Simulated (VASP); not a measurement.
SiNi: relaxation of the atoms with PBEsol

SiNi:

```
CELL_PARAMETERS angstrom
4.37679 0.00000 0.00000
0.00000 4.37679 0.00000
0.00000 0.00000 4.37679
ATOMIC_POSITIONS crystal
Si 0.65336 0.15336 0.34664
Si 0.15336 0.34664 0.65336
Si 0.34664 0.65336 0.15336
Si 0.84664 0.84664 0.84664
Ni 0.35042 0.85042 0.64958
Ni 0.85042 0.64958 0.35042
Ni 0.64958 0.35042 0.85042
Ni 0.14958 0.14958 0.14958
```

This cell differs from its parent crystal: volume scaled by 0.94.

```
Program                : VASP 6.6.1
Task                   : relaxation of the atoms
Functional             : PBEsol
Potentials or basis    : VASP PAW PBE potentials, release 64 (Si, Ni)
Cutoff                 : 520 eV
k mesh                 : 8 × 8 × 8
Occupations            : gaussian, width 0.1 eV
Spin                   : no spin polarisation
Dipole correction      : no
Further INCAR settings : ALGO = Normal; EDIFF = 1e-06; IBRION = 2; EDIFFG = -0.01; NSW = 50
```

The energy gained by relaxing is 0.0 meV/atom. The ionic steps are 3. The pressure after relaxing is 14.6 GPa and the largest force after relaxing is 0.006 eV/Å. The band gap on the k mesh is zero (band 28 reaches 14.46 eV, above the bottom of band 29 at 13.12 eV).

Forces in eV/Å, atoms in the order of the input:
```
Si   0.004  0.004 -0.004
Si   0.004 -0.004  0.004
Si  -0.004  0.004  0.004
Si  -0.004 -0.004 -0.004
Ni  -0.003 -0.003  0.003
Ni  -0.003  0.003 -0.003
Ni   0.003 -0.003 -0.003
Ni   0.003  0.003  0.003
```

Step by step:
| step | energy change (eV) | largest force (eV/Å) | pressure (GPa) |
| --- | --- | --- | --- |
| 1 | 0.0000 | 0.0241 | 14.65 |
| 2 | -0.0002 | 0.0153 | 14.62 |
| 3 | -0.0002 | 0.0065 | 14.61 |

Final structure:
```
Si Ni
1.0
     4.37679    0.00000    0.00000
     0.00000    4.37679    0.00000
     0.00000    0.00000    4.37679
Si Ni
4 4
Direct
  0.65307 0.15307 0.34693
  0.15307 0.34693 0.65307
  0.34693 0.65307 0.15307
  0.84693 0.84693 0.84693
  0.35010 0.85010 0.64990
  0.85010 0.64990 0.35010
  0.64990 0.35010 0.85010
  0.14990 0.14990 0.14990
```

Levels at points of the mesh, in eV from the Fermi level:
| k point | band 25 | band 26 | band 27 | band 28 | band 29 | band 30 | band 31 | band 32 |
| --- | --- | --- | --- | --- | --- | --- | --- | --- |
| (0.00, 0.00, 0.00) | -1.85 | -1.85 | -1.85 | 1.16 | 1.16 | 1.16 | 1.39 | 1.39 |
| (0.50, 0.00, 0.00) | -2.28 | -2.28 | -0.75 | -0.75 | -0.18 | -0.18 | 2.90 | 2.90 |
| (0.50, 0.50, 0.00) | -1.77 | -1.77 | -1.11 | -1.11 | 0.43 | 0.43 | 0.91 | 0.91 |
| (0.50, 0.50, 0.50) | -2.04 | -2.04 | -2.04 | -2.04 | 4.58 | 4.58 | 4.58 | 4.58 |

Run time: 120 s on 1 thread of Intel(R) Xeon(R) 6975P-C (Granite Rapids), on a shared host, peak memory 0.27 GiB.

Caveat: the PAW data sets were made with another functional, which shifts forces and pressure a little. Spin polarisation is off, so any magnetic state and its effect on volume and gap are missing.
